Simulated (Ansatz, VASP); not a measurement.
Two plane-wave programs on W

Contents of POSCAR:

```
W
1.0
   -1.5841318507      1.5841318507      1.5841318507
    1.5841318507     -1.5841318507      1.5841318507
    1.5841318507      1.5841318507     -1.5841318507
W
1
Direct
    0.0000000000      0.0000000000      0.0000000000
```

The input INCAR.step1:

```
SYSTEM = W
ALGO = Normal
EDIFF = 1E-4
ENCUT = 520
GGA = PE
ISMEAR = 0
LASPH = .True.
LCHARG = .False.
LREAL = .False.
LWAVE = .True.
NBANDS = 13
NELM = 100
PREC = Accurate
SIGMA = 0.05
```

Contents of INCAR.step2:

```
SYSTEM = W
ALGO = Normal
EDIFF = 1E-6
ENCUT = 520
ISIF = 2
ISMEAR = 0
ISTART = 1
LASPH = .True.
LCHARG = .True.
LELF = .True.
LMIXTAU = .True.
LREAL = .False.
LVHAR = .True.
LWAVE = .False.
METAGGA = R2SCAN
NBANDS = 13
NELM = 100
PREC = Accurate
SIGMA = 0.05
```

Contents of KPOINTS:

```
k-points
0
Gamma
  18 18 18
  0 0 0
```

Input for Ansatz:

```yaml
crystal:
  lattice:
    - [-1.58413185, 1.58413185, 1.58413185]
    - [1.58413185, -1.58413185, 1.58413185]
    - [1.58413185, 1.58413185, -1.58413185]
  atoms:
    - { symbol: W, position: [0.0, 0.0, 0.0] }
basis:
  ecutwfc: 500
  ecutrho_ratio: 4
kpoints:
  mp_grid: { grid: [18, 18, 18] }
hamiltonian:
  xc: r2scan
scf:
  occupations: { method: gaussian, width: 0.05 }
output:
  forces: true
  stress: true
  eigenvalues: true
```

Alike in both runs: task single point; functional r2SCAN; k mesh 18 × 18 × 18; occupations gaussian, width 0.05 eV; no spin polarisation.

|  | VASP | Ansatz |
| --- | --- | --- |
| version | VASP 6.6.1 | Ansatz 0.2.0 |
| potentials or method | VASP PAW PBE potentials, release 64 (W_sv), cutoff 520 eV | scalar-relativistic, plane waves, PAW |
| valence electrons in the cell | 14 | 14 |

|  | VASP | Ansatz | Ansatz less VASP |
| --- | --- | --- | --- |
| gap on the k mesh at the Fermi level (eV) | none | none | - |
| pressure (GPa) | 1.2 | 0.0 | -1.24 |

VASP's potentials were made for PBE, not for r2SCAN. A gap of «none» marks a metal or a gap that the smearing closes.

Neither program's run includes spin-orbit coupling.
